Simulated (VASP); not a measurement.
A run of VASP 6.6.1 is set up as follows.

INCAR

```
SYSTEM = Si63Se
PREC = Accurate ; ENCUT = 520
EDIFF = 1E-6 ; ISMEAR = -1
SIGMA = 0.05 ; LREAL = Auto
LASPH = .True. ; NELM = 150
ALGO = Normal ; ISIF = 2
LWAVE = .False. ; LCHARG = .False.
ISPIN = 2 ; MAGMOM = 0 0 0 0 0 0 0 0 0 0 0 0 0 0 0.2 0 0 0 0 0 0 0 0 0 0.2 0 0 0 0 0 0 0 0 0 0 0 0 0 0 0 0 0.2 0 0 0 0 0 0 0 0 0 0 0 0 0 0 0 0 0 0.2 0 0 0 0.2
LORBIT = 11 ; GGA = PS
NBANDS = 171 ; NELECT = 257.0
ISYM = 0 ; LUSENCCL = .False.
```

KPOINTS

```
Automatic mesh
0
Gamma
  1 1 1
  0.25 0.25 0.25
```

POSCAR

```
Si63Se
1.0
   10.8655790000      0.0000000000      0.0000000000
    0.0000000000     10.8655790000      0.0000000000
    0.0000000000      0.0000000000     10.8655790000
Si Se
63 1
Direct
    0.9997590000      0.9998060000      0.9998540000
    0.9988710000      0.9990960000      0.4986790000
    0.9988860000      0.4986540000      0.9990270000
    0.0005390000      0.5002530000      0.5002220000
    0.4985440000      0.9990640000      0.9989930000
    0.5001600000      0.0006300000      0.5002180000
    0.5001690000      0.5002330000      0.0006110000
    0.1248150000      0.1248920000      0.1250700000
    0.1242160000      0.1243580000      0.6251460000
    0.1240680000      0.6251270000      0.1243000000
    0.1249200000      0.6255070000      0.6257270000
    0.6249090000      0.1243460000      0.1244310000
    0.6255130000      0.1248290000      0.6257960000
    0.6254510000      0.6254910000      0.1251850000
    0.6313440000      0.6314020000      0.6316010000
    0.2493530000      0.2494610000      0.9994650000
    0.2481300000      0.2483510000      0.4975380000
    0.2491140000      0.7499850000      0.0000320000
    0.2483610000      0.7523670000      0.5020390000
    0.7497700000      0.2493240000      0.0000720000
    0.7521410000      0.2485520000      0.5021110000
    0.7500410000      0.7501090000      0.0000040000
    0.7506770000      0.7509050000      0.4972350000
    0.3747890000      0.3747440000      0.1237630000
    0.3662890000      0.3661190000      0.6353210000
    0.3742600000      0.8748930000      0.1247060000
    0.3750670000      0.8766170000      0.6251230000
    0.8747590000      0.3743320000      0.1248520000
    0.8767000000      0.3750080000      0.6252070000
    0.8751310000      0.8751530000      0.1250020000
    0.8749550000      0.8749260000      0.6260230000
    0.2493960000      0.9992260000      0.2495040000
    0.2492210000      0.9998910000      0.7498690000
    0.2480530000      0.4973770000      0.2480680000
    0.2486920000      0.5018280000      0.7522540000
    0.7498200000      0.9999290000      0.2492550000
    0.7501750000      0.9996840000      0.7503250000
    0.7521240000      0.5018090000      0.2488280000
    0.7508500000      0.4970780000      0.7508770000
    0.3745560000      0.1237540000      0.3748580000
    0.3741010000      0.1247230000      0.8748990000
    0.3652610000      0.6359890000      0.3655840000
    0.3748780000      0.6251760000      0.8767960000
    0.8746040000      0.1247370000      0.3744110000
    0.8750410000      0.1249650000      0.8753400000
    0.8764830000      0.6251750000      0.3751960000
    0.8747800000      0.6259190000      0.8750940000
    0.9991410000      0.2494050000      0.2495770000
    0.9999060000      0.2492480000      0.7500910000
    0.9998270000      0.7499250000      0.2494390000
    0.9996950000      0.7500700000      0.7502920000
    0.4973010000      0.2482700000      0.2484560000
    0.5017710000      0.2485100000      0.7523740000
    0.5017010000      0.7523020000      0.2486210000
    0.4970020000      0.7508250000      0.7510070000
    0.1236570000      0.3748060000      0.3747460000
    0.1247470000      0.3743470000      0.8749070000
    0.1246040000      0.8749040000      0.3744010000
    0.1248600000      0.8751910000      0.8751340000
    0.6352880000      0.3660340000      0.3664050000
    0.6250510000      0.3750370000      0.8766520000
    0.6250370000      0.8766560000      0.3750500000
    0.6258610000      0.8749270000      0.8750940000
    0.4991710000      0.4993470000      0.4992760000
```

Potentials or basis: VASP PAW PBE potentials, release 64 (Si, Se).

Run with:

```sh
$ cat potpaw_PBE.64/Si/POTCAR potpaw_PBE.64/Se/POTCAR > POTCAR
$ mpirun -np 1 vasp_std > vasp.out
```

Question: Estimate the largest force.

Answer: 0.201 eV/Å.

Question: Predict the net moment.

Answer: 0.00 μB per cell.

Forces on the atoms (eV/Å):
```
Si   0.032  0.033  0.034
Si   0.063  0.061  0.143
Si   0.062  0.138  0.061
Si   0.034  0.031  0.036
Si   0.142  0.065  0.064
Si   0.031  0.035  0.033
Si   0.031  0.033  0.034
Si  -0.022 -0.022 -0.026
Si  -0.034 -0.036 -0.061
Si  -0.032 -0.061 -0.031
Si  -0.044 -0.033 -0.037
Si  -0.061 -0.032 -0.036
Si  -0.032 -0.039 -0.036
Si  -0.035 -0.035 -0.046
Si   0.076  0.074  0.073
Si   0.025  0.024  0.047
Si   0.039  0.036  0.088
Si   0.014  0.014  0.046
Si  -0.002  0.010  0.104
Si   0.015  0.015  0.048
Si   0.008  0.002  0.105
Si   0.021  0.027  0.042
Si   0.023  0.019  0.097
Si  -0.025 -0.023 -0.009
Si  -0.068 -0.062 -0.159
Si  -0.083 -0.022 -0.034
Si  -0.024 -0.027 -0.010
Si  -0.024 -0.080 -0.034
Si  -0.030 -0.023 -0.015
Si  -0.032 -0.032 -0.026
Si  -0.061 -0.060 -0.096
Si   0.026  0.054  0.028
Si   0.015  0.048  0.013
Si   0.033  0.097  0.035
Si   0.001  0.098  0.008
Si   0.013  0.045  0.018
Si   0.022  0.042  0.025
Si   0.007  0.100  0.001
Si   0.017  0.094  0.022
Si  -0.022 -0.012 -0.022
Si  -0.083 -0.033 -0.022
Si  -0.038 -0.194 -0.040
Si  -0.020 -0.016 -0.031
Si  -0.019 -0.032 -0.083
Si  -0.030 -0.025 -0.037
Si  -0.027 -0.014 -0.025
Si  -0.058 -0.094 -0.062
Si   0.052  0.029  0.027
Si   0.044  0.016  0.016
Si   0.043  0.014  0.012
Si   0.040  0.023  0.024
Si   0.094  0.036  0.035
Si   0.103  0.004  0.006
Si   0.109  0.012 -0.002
Si   0.096  0.022  0.018
Si  -0.014 -0.027 -0.021
Si  -0.035 -0.080 -0.022
Si  -0.034 -0.020 -0.079
Si  -0.025 -0.034 -0.029
Si  -0.165 -0.062 -0.067
Si  -0.012 -0.024 -0.028
Si  -0.016 -0.029 -0.024
Si  -0.093 -0.062 -0.059
Se  -0.033 -0.006 -0.034
```

Caveat: the cell carries a net charge on a neutralising background, which shifts energy and pressure; the PAW data sets were made with another functional, which shifts forces and pressure a little.
